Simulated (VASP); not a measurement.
# Li16F (a cell with a defect) in VASP: notebook

The runs below take Li16F (a cell with a defect) through single point, with PBE.

All numbers are computed with VASP 6.6.1; they aren't measurements. Logs are shortened: lines on timing, memory, paths and dates and some standing lists are left out, and cuts for length are marked.

### 1 The cell of the first run

The cell holds a defect, 17 atoms: a = 6.980 Å, b = 6.980 Å, c = 6.980 Å, α = 90.00°, β = 90.00°, γ = 90.00°.

### 2 Single point, PBE

INCAR reads:

```
SYSTEM = Li16F
PREC = Accurate
ENCUT = 520
EDIFF = 1E-6
ISMEAR = 0
SIGMA = 0.15
LREAL = Auto
LASPH = .True.
NELM = 80
ALGO = Normal
ISIF = 2
LWAVE = .False.
LCHARG = .False.
GGA = PE
NBANDS = 42
```

KPOINTS reads:

```
regular mesh
0
Gamma
  3 3 3
  0 0 0
```

POSCAR reads:

```
Li16F
1.0
    6.9800000000      0.0000000000      0.0000000000
    0.0000000000      6.9800000000      0.0000000000
    0.0000000000      0.0000000000      6.9800000000
Li F
16 1
Direct
   -0.0002196275     -0.0216310888      0.0422713467
    0.4997828080      0.0227452722     -0.0019684814
   -0.0002501433      0.4923454155     -0.0072414040
   -0.0002510029     -0.0226553009      0.4741381089
    0.2575882521      0.2671161891      0.2580240688
    0.4997713467      0.4905378223     -0.0124197708
    0.4998040115      0.0081402579      0.5053459885
    0.7419968481      0.2671210602      0.2579938395
   -0.0002128940      0.5261361032      0.4909156160
    0.2644553009      0.7494081662      0.2481554441
    0.2246767908      0.2384352436      0.7424803725
    0.4998326648      0.4998829513      0.5207171920
    0.7349320917      0.7494040115      0.2480836676
    0.7749967049      0.2384207736      0.7424578797
    0.2567957020      0.7596183381      0.7600071633
    0.7428067335      0.7596310888      0.7599964183
   -0.0002375358      0.8074138968      0.2643042980
```

Potentials or basis: VASP PAW PBE potentials, release 64 (Li_sv, F).

The run is started by

```
$ cat potpaw_PBE.64/Li_sv/POTCAR potpaw_PBE.64/F/POTCAR > POTCAR
$ mpirun -np 1 vasp_std > vasp.out
```

OUTCAR:

```text
SYSTEM = Li16F
   PREC = Accurate
   ENCUT = 520
   EDIFF = 1E-6
   ISMEAR = 0
   LREAL = Auto
   LASPH = .True.
   NELM = 80
   ISIF = 2
   GGA = PE

 ion  position               nearest neighbor table
   1  1.000  0.978  0.042-  17 1.96
   2  0.500  0.023  0.998-
   3  1.000  0.492  0.993-
   4  1.000  0.977  0.474-  17 1.88
   5  0.258  0.267  0.258-
   6  0.500  0.491  0.988-
   7  0.500  0.008  0.505-
   8  0.742  0.267  0.258-
   9  1.000  0.526  0.491-
  10  0.264  0.749  0.248-  17 1.89
  11  0.225  0.238  0.742-
  12  0.500  0.500  0.521-
  13  0.735  0.749  0.248-  17 1.90
  14  0.775  0.238  0.742-
  15  0.257  0.760  0.760-
  16  0.743  0.760  0.760-
  17  1.000  0.807  0.264-   4 1.88  10 1.89  13 1.90   1 1.96

  LATTYP: Found a simple cubic cell.
 ALAT       =     6.9800000000

  Lattice vectors:

 A1 = (   6.9800000000,   0.0000000000,   0.0000000000)
 A2 = (   0.0000000000,   6.9800000000,   0.0000000000)
 A3 = (   0.0000000000,   0.0000000000,   6.9800000000)

Analysis of symmetry for initial positions (statically):
=====================================================================
 Subroutine PRICEL returns:
 Original cell was already a primitive cell.

 Routine SETGRP: Setting up the symmetry group for a
 simple cubic supercell.

 Subroutine GETGRP returns: Found  1 space group operations
 (whereof  1 operations were pure point group operations)
 out of a pool of 48 trial point group operations.

The static configuration has the point symmetry C_1 .

Analysis of symmetry for dynamics (positions and initial velocities):
=====================================================================
 Subroutine PRICEL returns:
 Original cell was already a primitive cell.

 Routine SETGRP: Setting up the symmetry group for a
 simple cubic supercell.

 Subroutine GETGRP returns: Found  1 space group operations
 (whereof  1 operations were pure point group operations)
 out of a pool of 48 trial point group operations.

The dynamic configuration has the point symmetry C_1 .

 Subroutine INISYM returns: Found  1 space group operations
 (whereof  1 operations are pure point group operations),
 and found     1 'primitive' translations

----------------------------------------------------------------------------------------

                                     Primitive cell

  volume of cell :     340.0684

  direct lattice vectors                    reciprocal lattice vectors
     6.980000000  0.000000000  0.000000000     0.143266476  0.000000000  0.000000000
     0.000000000  6.980000000  0.000000000     0.000000000  0.143266476  0.000000000
     0.000000000  0.000000000  6.980000000     0.000000000  0.000000000  0.143266476

  length of vectors
     6.980000000  6.980000000  6.980000000     0.143266476  0.143266476  0.143266476

  position of ions in fractional coordinates (direct lattice)
     0.999780372  0.978368911  0.042271347
     0.499782808  0.022745272  0.998031519
     0.999749857  0.492345415  0.992758596
     0.999748997  0.977344699  0.474138109
     0.257588252  0.267116189  0.258024069
     0.499771347  0.490537822  0.987580229
[... 9 lines left out ...]
     0.742806733  0.759631089  0.759996418
     0.999762464  0.807413897  0.264304298

  ion indices of the primitive-cell ions
   primitive index   ion index
                 1           1
                 2           2
                 3           3
                 4           4
                 5           5
                 6           6
[... 9 lines left out ...]
                16          16
                17          17

----------------------------------------------------------------------------------------

 KPOINTS: regular mesh

Automatic generation of k-mesh.
 Grid dimensions read from file:
 generate k-points for:    3    3    3

 Generating k-lattice:

  Cartesian coordinates                     Fractional coordinates (reciprocal lattice)
     0.047755492  0.000000000  0.000000000     0.333333333  0.000000000  0.000000000
     0.000000000  0.047755492  0.000000000     0.000000000  0.333333333  0.000000000
     0.000000000  0.000000000  0.047755492     0.000000000  0.000000000  0.333333333

  Length of vectors
     0.047755492  0.047755492  0.047755492

  Shift w.r.t. Gamma in fractional coordinates (k-lattice)
     0.000000000  0.000000000  0.000000000

 Subroutine IBZKPT returns following result:
 ===========================================

 Found     14 irreducible k-points:

 Following reciprocal coordinates:
            Coordinates               Weight
  0.000000  0.000000  0.000000      1.000000
  0.333333  0.000000  0.000000      2.000000
  0.000000  0.333333  0.000000      2.000000
  0.000000  0.000000  0.333333      2.000000
  0.333333  0.333333  0.000000      2.000000
  0.000000  0.333333  0.333333      2.000000
  0.333333  0.000000  0.333333      2.000000
 -0.333333  0.333333  0.000000      2.000000
 -0.333333  0.000000  0.333333      2.000000
  0.000000 -0.333333  0.333333      2.000000
  0.333333  0.333333  0.333333      2.000000
 -0.333333  0.333333  0.333333      2.000000
 -0.333333 -0.333333  0.333333      2.000000
  0.333333 -0.333333  0.333333      2.000000
   k-points           NKPTS =     14   k-points in BZ     NKDIM =     14   number of bands    NBANDS=     42
   number of dos      NEDOS =    301   number of ions     NIONS =     17
   total plane-waves  NPLWV = 157464
   dimension x,y,z NGX =    54 NGY =   54 NGZ =   54
   dimension x,y,z NGXF=   108 NGYF=  108 NGZF=  108
   ions per type =              16   1
   NGX,Y,Z   is equivalent  to a cutoff of  12.86, 12.86, 12.86 a.u.
   NGXF,Y,Z  is equivalent  to a cutoff of  25.72, 25.72, 25.72 a.u.
 SYSTEM =  Li16F
   PREC   = accura    normal or accurate (medium, high low for compatibility)
   ISTART =      0    job   : 0-new  1-cont  2-samecut
   ICHARG =      2    charge: 1-file 2-atom 10-const
   ISPIN  =      1    spin polarized calculation?
   LNONCOLLINEAR =      F non collinear calculations
   LSORBIT =      F    spin-orbit coupling
   LASPH  =      T    aspherical Exc in radial PAW
   ENCUT  =  520.0 eV  38.22 Ry    6.18 a.u.  12.98 12.98 12.98*2*pi/ulx,y,z
   NELM   =     80;   NELMIN=  2; NELMDL= -5     # of ELM steps
   EDIFF  = 0.1E-05   stopping-criterion for ELM
   LREAL  =      T    real-space projection
   EDIFFG = 0.1E-04   stopping-criterion for IOM
   NSW    =      0    number of steps for IOM
   IBRION =     -1    ionic relax: 0-MD 1-quasi-New 2-CG
   NFREE  =      0    steps in history (QN), initial steepest desc. (CG)
   ISIF   =      2    stress and relaxation
   ISYM   =      2    0-nonsym 1-usesym 2-fastsym
   POTIM  = 0.5000    time-step for ionic-motion
   TEBEG  =    0.0;   TEEND  =   0.0 temperature during run
   PSTRESS=    0.0 pullay stress
   NELECT =      55.0000    total number of electrons
   NUPDOWN=      -1.0000    fix difference up-down
   EMIN   =  10.00;   EMAX   =-10.00  energy-range for DOS
   EFERMI =   0.00;   METHOD = LEGACY
   ISMEAR =     0;   SIGMA  =   0.15  broadening in eV -4-tet -1-fermi 0-gaus
   EFERMI_NEDOS =   21; number of points for ismear=-14 and -15
   IALGO  =     38    algorithm
   IMIX   =      4    mixing-type and parameters
     AMIX     =   0.40;   BMIX     =  1.00
     AMIX_MAG =   1.60;   BMIX_MAG =  1.00
  volume/ion in A,a.u.               =      20.00       134.99
  Fermi-wavevector in a.u.,A,eV,Ry     =   0.891950  1.685540 10.824442  0.795574
  Thomas-Fermi vector in A             =   2.013836
   LORBIT       =      0    0 simple, 1 ext, 2 COOP (PROOUT), +10 PAW based schemes
   GGA     = PE    functional components
   LHFCALC =     F    Hartree Fock is set to
   AEXX    =    0.0000 exact exchange contribution
   IVDW    =     0    specifies the selected vdW correction
   LEPSILON=     F    determine dielectric tensor
   LRPA    =     F    only Hartree local field effects (RPA)
 non-spin polarized calculation
 Gauss-broadening in eV      SIGMA  =   0.15
  energy-cutoff  :      520.00
  volume of cell :      340.07
 maximum number of plane-waves:      9180
 NGX is ok and might be reduce to    54
   NGX = 25   NGY = 25   NGZ = 25

 number of electron      54.9999981 magnetization

 Free energy of the ion-electron system (eV)
  ---------------------------------------------------
  ext. energy  EPLUGINS =         0.00000000
  ---------------------------------------------------
  free energy    TOTEN  =       -37.50738570 eV

  energy without entropy =      -37.40895708  energy(sigma->0) =      -37.45817139

 E-fermi :   0.6953     XC(G=0):  -7.0397

 val. band max:        0.6691691493   @ k =   0.3333   0.0000   0.3333
 cond. band min:       0.7026052507   @ k =   0.0000   0.3333   0.3333
 fundamental gap:      0.0334361014
 Fermi energy:         0.6952526497

 k-point     1 :       0.0000    0.0000    0.0000
  band No.  band energies     occupation
      1     -46.2180      2.00000
      2     -46.1284      2.00000
      3     -46.1145      2.00000
      4     -46.0177      2.00000
      5     -46.0039      2.00000
      6     -46.0032      2.00000
[... 31 lines left out ...]
     38       3.8522      0.00000
     39       3.9298      0.00000

 k-point     2 :       0.3333    0.0000    0.0000
  band No.  band energies     occupation
      1     -46.2180      2.00000
      2     -46.1284      2.00000
      3     -46.1146      2.00000
      4     -46.0175      2.00000
      5     -46.0049      2.00000
      6     -46.0025      2.00000
[... 31 lines left out ...]
     38       3.8908      0.00000
     39       4.0329      0.00000

 k-point     3 :       0.0000    0.3333    0.0000
  band No.  band energies     occupation
      1     -46.2180      2.00000
      2     -46.1284      2.00000
      3     -46.1146      2.00000
      4     -46.0177      2.00000
      5     -46.0039      2.00000
      6     -46.0032      2.00000
[... 31 lines left out ...]
     38       4.0022      0.00000
     39       4.0312      0.00000

 k-point     4 :       0.0000    0.0000    0.3333
  band No.  band energies     occupation
      1     -46.2180      2.00000
      2     -46.1285      2.00000
      3     -46.1145      2.00000
      4     -46.0177      2.00000
      5     -46.0039      2.00000
      6     -46.0032      2.00000
[... 31 lines left out ...]
     38       3.9044      0.00000
     39       3.9994      0.00000
[... 302 lines left out ...]
      6     -46.0025      2.00000
[... 31 lines left out ...]
     38       3.8681      0.00000
     39       4.0996      0.00000

 k-point    13 :      -0.3333   -0.3333    0.3333
  band No.  band energies     occupation
      1     -46.2180      2.00000
      2     -46.1284      2.00000
      3     -46.1146      2.00000
      4     -46.0176      2.00000
      5     -46.0049      2.00000
      6     -46.0025      2.00000
[... 31 lines left out ...]
     38       3.8925      0.00000
     39       4.1221      0.00000

 k-point    14 :       0.3333   -0.3333    0.3333
  band No.  band energies     occupation
      1     -46.2180      2.00000
      2     -46.1284      2.00000
      3     -46.1146      2.00000
      4     -46.0176      2.00000
      5     -46.0049      2.00000
      6     -46.0025      2.00000
[... 31 lines left out ...]
     38       3.8926      0.00000
     39       4.1220      0.00000
 [bands above 39 left out]

------------------------ aborting loop because EDIFF is reached ----------------------------------------

  FORCE on cell =-STRESS in cart. coord.  units (eV):
  Direction    XX          YY          ZZ          XY          YZ          ZX
  --------------------------------------------------------------------------------------
  -------------------------------------------------------------------------------------
  Total       -0.7600017     -1.4456007     -1.3681017     -0.0013961      0.4676395      0.0014480
  in kB       -3.5806253     -6.8107142     -6.4455902     -0.0065774      2.2032080      0.0068220
  external PRESSURE =      -5.6123099 kB  Pullay stress =       0.0000000 kB

 VOLUME and BASIS-vectors are now :
 -----------------------------------------------------------------------------
  energy-cutoff  :      520.00
  volume of cell :      340.07
      direct lattice vectors                 reciprocal lattice vectors
     6.980000000  0.000000000  0.000000000     0.143266476  0.000000000  0.000000000
     0.000000000  6.980000000  0.000000000     0.000000000  0.143266476  0.000000000
     0.000000000  0.000000000  6.980000000     0.000000000  0.000000000  0.143266476

 POSITION                                       TOTAL-FORCE (eV/Angst)
 -----------------------------------------------------------------------------------
      6.97847      6.82902      0.29505         0.000961      0.014644     -0.006844
      3.48848      0.15876      6.96626        -0.000027     -0.009306      0.000428
      6.97825      3.43657      6.92946         0.000254      0.002412      0.008927
      6.97825      6.82187      3.30948        -0.000305      0.009142      0.000710
      1.79797      1.86447      1.80101         0.001394     -0.000415      0.001331
      3.48840      3.42395      6.89331         0.000954      0.001160      0.000584
[... 9 lines left out ...]
      5.18479      5.30222      5.30477         0.003798     -0.002371     -0.006669
      6.97834      5.63575      1.84484        -0.002156      0.015891     -0.030519
 -----------------------------------------------------------------------------------
    total drift:                               -0.001124     -0.001588     -0.003429

  FREE ENERGIE OF THE ION-ELECTRON SYSTEM (eV)
  ---------------------------------------------------
  free  energy   TOTEN  =       -37.5073856980 eV

  energy  without entropy=      -37.4089570800  energy(sigma->0) =      -37.45817139
```

It took 3.1 min on 1 thread of AMD EPYC 9R45 (Zen 5), shared host; peak memory 0.39 GiB.

What came out:

* Free energy: -37.5074 eV
* Largest force: 0.044 eV/Å

Forces on the atoms (eV/Å):
```
Li   0.001  0.015 -0.007
Li   0.000 -0.009  0.000
Li   0.000  0.002  0.009
Li   0.000  0.009  0.001
Li   0.001  0.000  0.001
Li   0.001  0.001  0.001
Li  -0.001 -0.002  0.000
Li  -0.003 -0.001  0.002
Li   0.000 -0.034  0.028
Li  -0.006  0.006  0.001
Li   0.002 -0.001  0.004
Li   0.000 -0.001 -0.001
Li   0.009  0.006  0.001
Li  -0.004 -0.001  0.005
Li  -0.003 -0.003 -0.008
Li   0.004 -0.002 -0.007
F   -0.002  0.016 -0.031
```

Caveat: the cutoff is under 1.25 times the usual one of these potentials, so pressure, stress and relaxed cells hold a basis-set (Pulay) error; an odd number of electrons without spin polarisation forces a metal; a magnetic or distorted state may lie lower.

### 3 Single point, PBE

INCAR reads:

```
PREC = Accurate ; ENCUT = 520
EDIFF = 1E-6 ; ISMEAR = 0
SIGMA = 0.15 ; LREAL = Auto
LASPH = True ; NELM = 60
ALGO = Normal ; ISIF = 2
LWAVE = False ; LCHARG = False
GGA = PE ; NBANDS = 42
```

KPOINTS reads:

```
regular mesh
0
Gamma
  3 3 3
```

POSCAR reads:

```
Li16F
1.0
    6.9800000000      0.0000000000      0.0000000000
    0.0000000000      6.9800000000      0.0000000000
    0.0000000000      0.0000000000      6.9800000000
Li F
16 1
Direct
    0.0000587393     -0.0091752149      0.0263946991
    0.5001502865      0.0206931232      0.0001445559
    0.0000448424      0.4927638968     -0.0075720630
    0.0000346705     -0.0258760745      0.4775058739
    0.2570285100      0.2600300860      0.2597842407
    0.5000585960      0.4875299427     -0.0092815186
    0.5001055874      0.0053227794      0.5082759312
    0.7431477077      0.2600636103      0.2597978510
    0.0000922636      0.5422945559      0.4786077364
    0.2647522923      0.7480987106      0.2495823782
    0.2249540115      0.2423842407      0.7386510029
    0.5000525788      0.4979693410      0.5229944126
    0.7352392550      0.7480093123      0.2495851003
    0.7753008596      0.2424053009      0.7385914040
    0.2579320917      0.7580848138      0.7672812321
    0.7422661891      0.7580349570      0.7672421203
    0.0000716332      0.7643797994      0.3075280802
```

Potentials or basis: VASP PAW PBE potentials, release 64 (Li_sv, F).

The run is started by

```
$ cat potpaw_PBE.64/Li_sv/POTCAR potpaw_PBE.64/F/POTCAR > POTCAR
$ mpirun -np 1 vasp_std > vasp.out
```

Wall time 2.8 min (1 thread of AMD EPYC 9R45 (Zen 5), shared host); peak memory 0.39 GiB.

The run converged. Its results:

```
Free energy   : -37.5073 eV
Largest force : 0.043 eV/Å
```

Forces in eV/Å, atoms in the order of the input:
```
Li  -0.001  0.028 -0.033
Li   0.000 -0.001  0.000
Li   0.000  0.009  0.003
Li   0.000  0.001  0.009
Li  -0.003 -0.008 -0.002
Li   0.001  0.000  0.001
Li   0.000  0.001 -0.002
Li   0.002 -0.008 -0.003
Li  -0.001 -0.007  0.015
Li  -0.005  0.001  0.006
Li   0.002  0.005 -0.001
Li   0.000  0.001 -0.010
Li   0.008  0.001  0.006
Li  -0.003  0.005 -0.002
Li   0.002  0.001 -0.001
Li  -0.002  0.001  0.000
F   -0.002 -0.031  0.016
```

Levels at points of the mesh, in eV from the Fermi level:
```csv
k point,band 24,band 25,band 26,band 27,band 28,band 29,band 30,band 31
"(0.00, 0.00, 0.00)",-1.01,-1.00,-0.99,-0.63,0.22,0.23,0.27,0.47
```

Caveat: the cutoff is under 1.25 times the usual one of these potentials, so pressure, stress and relaxed cells hold a basis-set (Pulay) error; an odd number of electrons without spin polarisation forces a metal; a magnetic or distorted state may lie lower.
